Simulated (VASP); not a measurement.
Input of a VASP 6.6.1 run:

Contents of INCAR:

```
  ALGO = Normal
  EDIFF = 1E-6
  ENCUT = 520
  GGA = PE
  ISIF = 2
  ISMEAR = 0
  IVDW = 12
  LASPH = True
  LCHARG = True
  LELF = True
  LREAL = False
  LVHAR = True
  LWAVE = False
  NBANDS = 15
  NELM = 60
  PREC = Accurate
  SIGMA = 0.1
```

The input KPOINTS:

```
k-points
0
Gamma
  6 6 4
```

The input POSCAR:

```
SiO2
1.0
    3.1579194900      0.0000000000      0.0000000000
   -1.5789597400      2.7348385000      0.0000000000
    0.0000000000      0.0000000000      5.4632092600
Si O
1 2
Direct
    0.0000000000      0.0000000000      0.5000000000
    0.3333333300      0.6666666700      0.7380906100
    0.6666666700      0.3333333300      0.2619093900
```

Potentials or basis: VASP PAW PBE potentials, release 64 (Si, O).

Command:

```sh
$ cat potpaw_PBE.64/Si/POTCAR potpaw_PBE.64/O/POTCAR > POTCAR
$ mpirun -np 1 vasp_std > vasp.out
```

**Question.** Estimate the dispersion energy per atom.

**Answer.** -0.124 eV.

**Question.** Estimate the largest force.

**Answer.** 4.687 eV/Å.

**Question.** Predict the pressure.

**Answer.** -36.0 GPa.

**Question.** What does it give for the band gap on the k mesh?

**Answer.** 1.58 eV.

Stress tensor (GPa, compression positive):
```
-32.83   0.00   0.00
  0.00 -32.83   0.00
  0.00   0.00 -42.34
```

Caveat: the stress differs along the axes, from -42 to -33 GPa; forces of over 1 eV/Å act on the atoms, so gaps and moduli don't describe the material at rest. A k mesh can miss the band edges.
